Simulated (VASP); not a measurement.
Set up this calculation in VASP 6.6.1, as the native input.

- Task: single point
- Functional: PBEsol
- Potentials or basis: VASP PAW PBE potentials, release 64 (Hf_pv, N)
- Cutoff: 520 eV
- k mesh: 16 × 16 × 16
- Occupations: gaussian, width 0.15 eV
- Spin: no spin polarisation
- Dipole correction: no
- Further INCAR settings: ALGO = Normal; EDIFF = 1e-07; NBANDS = 14

The structure of HfN lies in POSCAR:

```
HfN
1.0
    0.0000000000      2.4548220000      2.4548220000
    2.4548220000      0.0000000000      2.4548220000
    2.4548220000      2.4548220000      0.0000000000
Hf N
1 1
Direct
   -0.0203680756     -0.0203680756      0.0203680756
    0.7500000000      0.7500000000      0.7500000000
```

This cell differs from its parent crystal: all Hf atoms moved -0.100 Å, as atom 1 along Cartesian [0 0 1].

The input as run:

INCAR

```
PREC = Accurate ; ENCUT = 520
EDIFF = 1E-7 ; ISMEAR = 0
SIGMA = 0.15 ; LREAL = F
LASPH = T ; NELM = 60
ALGO = Normal ; ISIF = 2
LWAVE = F ; LCHARG = F
GGA = PS ; NBANDS = 14
```

KPOINTS

```
regular mesh
0
Gamma
  16 16 16
```

Potentials or basis: VASP PAW PBE potentials, release 64 (Hf_pv, N).

Command:

```console
$ cat potpaw_PBE.64/Hf_pv/POTCAR potpaw_PBE.64/N/POTCAR > POTCAR
$ mpirun -np 1 vasp_std > vasp.out
```

Results of the run:

```json
{
 "Pressure": "-4.9 GPa",
 "Largest force": "1.152 eV/Å",
 "Band gap on the k mesh": "zero (an odd number of electrons rules out a gap without spin polarisation)"
}
```

Caveat: the cell differs from its parent crystal (all Hf atoms moved -0.100 Å, as atom 1 along Cartesian [0 0 1]); the cell stands under tension; the PAW data sets were made with another functional, which shifts forces and pressure a little; spin-orbit coupling is left out, which moves the levels of the heavy elements.

Wall time 7.3 min on 1 thread of Intel Xeon 8259CL, on a shared host, peak memory 0.39 GiB.
